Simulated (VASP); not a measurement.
## ZrSi2: single point with PBEsol

The system is ZrSi2.

```
Zr Si
1.0
     2.16553   -8.64654   -0.37173
     1.39876    8.45312    0.13311
    -0.23748    0.12674    3.13011
Zr Si
2 4
Direct
  0.89432 0.10214 0.75016
  0.10347 0.89276 0.24860
  0.55088 0.44436 0.75288
  0.45077 0.55792 0.24992
  0.25024 0.75221 0.74937
  0.75031 0.25061 0.24907
```

```json
{
  "Program": "VASP 6.6.1",
  "Task": "single point",
  "Functional": "PBEsol",
  "Potentials or basis": "VASP PAW PBE potentials, release 64 (Zr_sv, Si)",
  "Cutoff": "520 eV",
  "k mesh": "10 × 10 × 10",
  "Occupations": "gaussian, width 0.15 eV",
  "Spin": "no spin polarisation",
  "Dipole correction": "no",
  "Further INCAR settings": "ALGO = Normal; EDIFF = 1e-07; NBANDS = 29"
}
```

```yaml
Pressure: 23.5 GPa
Largest_force: 2.703 eV/Å
Band_gap_on_the_k_mesh: zero (bands 20 and 21 overlap by 1.78 eV)
```

Forces in eV/Å, atoms in the order of the input:
```
Zr   1.191  2.396  0.385
Zr  -0.694 -2.154 -0.106
Si   0.947  1.947  0.254
Si  -1.385 -2.010 -0.563
Si  -0.093 -0.133  0.018
Si   0.033 -0.046  0.013
```

Stress tensor (GPa, compression positive):
```
33.48  5.40 28.75
 5.40 -8.91 -3.90
28.75 -3.90 45.98
```

Levels at points of the mesh, in eV from the Fermi level:
```
           k point  band 16  band 17  band 18  band 19  band 20  band 21  band 22  band 23  band 24  band 25
(0.00, 0.00, 0.00)    -2.16    -1.98    -0.71    -0.11     0.58     1.09     1.80     2.27     2.30     2.34
(0.50, 0.00, 0.00)    -2.85    -1.39    -1.01    -0.56     0.08     0.92     1.47     2.16     2.45     2.97
(0.00, 0.50, 0.00)    -2.69    -1.48    -1.06     0.00     0.08     0.89     1.17     1.71     2.43     2.83
(0.50, 0.50, 0.00)    -2.25    -1.73    -0.56     0.09     0.39     0.97     1.80     2.10     2.14     2.83
(0.00, 0.00, 0.50)    -2.67    -2.16    -2.08    -0.86    -0.80    -0.14    -0.02     1.18     1.22     1.96
(0.50, 0.00, 0.50)    -4.26    -3.29    -3.07    -1.84    -0.18     0.32     1.06     2.06     2.94     3.00
(0.00, 0.50, 0.50)    -4.17    -3.00    -2.88    -2.13    -0.23     0.77     0.93     1.55     2.58     2.84
(0.50, 0.50, 0.50)    -2.61    -2.29    -2.10    -0.87    -0.83    -0.39     0.32     0.79     1.48     2.11
```

Run time: 64 min on 1 thread of Intel Xeon 8259CL, on a shared host, peak memory 1.1 GiB.

Caveat: the cell stands under pressure; the PAW data sets were made with another functional, which shifts forces and pressure a little.
